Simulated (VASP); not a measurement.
A run of VASP 6.6.1:

Contents of INCAR:

```
SYSTEM = Ir
PREC = Accurate ; ENCUT = 500
EDIFF = 1E-6 ; ISMEAR = -1
SIGMA = 0.05 ; LREAL = .FALSE.
LASPH = .TRUE. ; NELM = 200
ALGO = Normal ; ISIF = 2
LWAVE = .FALSE. ; LCHARG = .FALSE.
ISPIN = 2 ; MAGMOM = 1 1 1 1
LORBIT = 11 ; LMAXMIX = 4
GGA = PE ; NBANDS = 30
GGA_COMPAT = .FALSE.
```

The input KPOINTS:

```
regular mesh
0
G
  17 17 5
  0 0 0
```

The input POSCAR:

```
Ir
1.0
    2.7381216068      0.0000000000      0.0000000000
   -1.3690608034      2.3712828701      0.0000000000
    0.0000000000      0.0000000000      8.9519176747
Ir
4
Direct
    1.0000000000      0.0000000000      0.0000000000
    1.0000000000      0.0000000000      0.5000000000
    0.3333333333      0.6666666667      0.2500000000
    0.6666666667      0.3333333333      0.7500000000
```

Potentials or basis: VASP PAW PBE potentials, release 64 (Ir).

The run is started by

```sh
$ cat potpaw_PBE.64/Ir/POTCAR > POTCAR
$ mpirun -np 1 vasp_std > vasp.out
```

Hardware: 1 thread of Oxide Virtual Turin-like Processor (shared host).

Estimate the wall time of this run.

Run time: 9.9 min on 1 thread of Oxide Virtual Turin-like Processor (shared host), peak memory 0.31 GiB. Counts: scf iterations 15, k points 99.
